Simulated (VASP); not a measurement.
Wanted: the native input for a VASP 6.6.1 run.

```
Task                   : single point
Functional             : PBEsol
Potentials or basis    : VASP PAW PBE potentials, release 64 (Ni)
Cutoff                 : 520 eV
k mesh                 : 18 × 18 × 18
Occupations            : fermi-dirac, width 0.05 eV
Spin                   : collinear spin, ferromagnetic start
Starting moments       : [1.5] μB
Dipole correction      : no
Further INCAR settings : ALGO = Normal; EDIFF = 1e-06; NBANDS = 15
```

The structure of Ni lies in POSCAR:

```
Ni
1.0
    0.0000000000      1.7679500000      1.7679500000
    1.7679500000      0.0000000000      1.7679500000
    1.7679500000      1.7679500000      0.0000000000
Ni
1
Direct
    0.0000000000      0.0000000000      0.0000000000
```

These files were run (other wordings do the same):

INCAR

```
SYSTEM = Ni
PREC = Accurate
ENCUT = 520
EDIFF = 1E-6
ISMEAR = -1
SIGMA = 0.05
LREAL = .False.
LASPH = .True.
NELM = 150
ALGO = Normal
ISIF = 2
LWAVE = .False.
LCHARG = .True.
ISPIN = 2
MAGMOM = 1.5
LORBIT = 11
LMAXMIX = 4
GGA = PS
LELF = .True.
LVHAR = .True.
NBANDS = 15
```

KPOINTS

```
regular mesh
0
Gamma
  18 18 18
  0 0 0
```

Potentials or basis: VASP PAW PBE potentials, release 64 (Ni).

Run with:

```bash
$ cat potpaw_PBE.64/Ni/POTCAR > POTCAR
$ mpirun -np 1 vasp_std > vasp.out
```

It gave:

* Pressure: -12.3 GPa
* Net moment: 0.62 μB per cell
* Site moments: Ni +0.63 μB
* Valence electrons inside the program's atomic spheres: Ni 9.29

Caveat: the PAW data sets were made with another functional, which shifts forces and pressure a little.

Run time: 30 s on 1 thread of Intel(R) Xeon(R) 6975P-C (Granite Rapids), with other jobs on the host, peak memory 0.16 GiB.
